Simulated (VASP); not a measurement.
Write the native input for VASP 6.6.1 that does the following.

```
Task                   : relaxation of cell and atoms
Functional             : PBEsol
Potentials or basis    : VASP PAW PBE potentials, release 64 (Cd, Au)
Cutoff                 : 600 eV
k mesh                 : 6 × 6 × 6
Occupations            : gaussian, width 0.1 eV
Spin                   : no spin polarisation
Target pressure        : 20 GPa
Dipole correction      : no
Further INCAR settings : ALGO = Normal; EDIFF = 1e-07; IBRION = 2; EDIFFG = -0.01; NSW = 50; ISIF = 3
```

The structure of CdAu lies in POSCAR:

```
CdAu
1.0
    3.3200000000      0.0000000000      0.0000000000
    0.0000000000      3.3200000000      0.0000000000
    0.0000000000      0.0000000000      3.3200000000
Cd Au
1 1
Direct
    0.0000000000      0.0000000000      0.0000000000
    0.5000000000      0.5000000000      0.5000000000
```

The input as run:

INCAR

```
PREC     = Accurate       # precision mode
ENCUT    = 600            # plane-wave cutoff, eV
EDIFF    = 1E-7           # SCF threshold, eV
ISMEAR   = 0              # smearing method
SIGMA    = 0.1            # smearing width, eV
LREAL    = F              # projectors in reciprocal space
LASPH    = T              # aspherical terms in the spheres
NELM     = 100            # most SCF steps
ALGO     = Normal         # electronic algorithm
ISIF     = 3              # what is computed and relaxed
LWAVE    = F              # write WAVECAR
LCHARG   = F              # write CHGCAR
GGA      = PS             # functional
IBRION   = 2              # ionic algorithm
NSW      = 50             # ionic steps
EDIFFG   = -0.01          # ionic threshold
PSTRESS  = 200.0
```

KPOINTS

```
Automatic mesh
0
Gamma
  6 6 6
```

Potentials or basis: VASP PAW PBE potentials, release 64 (Cd, Au).

Command:

```console
$ cat potpaw_PBE.64/Cd/POTCAR potpaw_PBE.64/Au/POTCAR > POTCAR
$ mpirun -np 1 vasp_std > vasp.out
```

Results of the run:

```yaml
Relaxed_volume: 16.22 Å³/atom
Relaxed_cell: a = 3.190 Å, b = 3.190 Å, c = 3.190 Å, α = 90.00°, β = 90.00°, γ = 90.00°
Space_group_after_relaxing_to_0.05_Å: Pm-3m (No. 221)
Energy_change_on_relaxing_the_enthalpy_is_what_falls: +116.9 meV/atom
Ionic_steps: 5
Pressure_after_relaxing: 20.0 GPa
```

Caveat: the cell is relaxed towards a set pressure, so the enthalpy falls and the energy may rise; the PAW data sets were made with another functional, which shifts forces and pressure a little.

Run time: 73 s on 1 thread of Intel Xeon 6975P-C, on a shared host, peak memory 0.18 GiB.
